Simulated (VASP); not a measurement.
Input of a VASP 6.6.1 run:

File INCAR:

```
PREC = Accurate
ENCUT = 520
EDIFF = 1E-6
ISMEAR = 0
SIGMA = 0.05
LREAL = False
LASPH = True
NELM = 80
ALGO = Normal
ISIF = 2
LWAVE = False
LCHARG = False
GGA = PS
NBANDS = 14
```

Contents of KPOINTS:

```
regular mesh
0
Gamma
  10 10 10
```

The input POSCAR:

```
LaB
1.0
    0.0000000000      2.8357827665      2.8357827665
    2.8357827665      0.0000000000      2.8357827665
    2.8357827665      2.8357827665      0.0000000000
La B
1 1
Direct
    0.5000000000      0.5000000000      0.5000000000
    0.0000000000      0.0000000000      0.0000000000
```

Potentials or basis: VASP PAW PBE potentials, release 64 (La, B).

Run with:

```console
$ cat potpaw_PBE.64/La/POTCAR potpaw_PBE.64/B/POTCAR > POTCAR
$ mpirun -np 1 vasp_std > vasp.out
```

Task: Estimate the band gap on the k mesh.

Result: Zero (bands 7 and 8 overlap by 1.97 eV).

Task: Predict the pressure.

Result: -2.6 GPa.

Caveat: the PAW data sets were made with another functional, which shifts forces and pressure a little; spin-orbit coupling is left out, which moves the levels of the heavy elements.
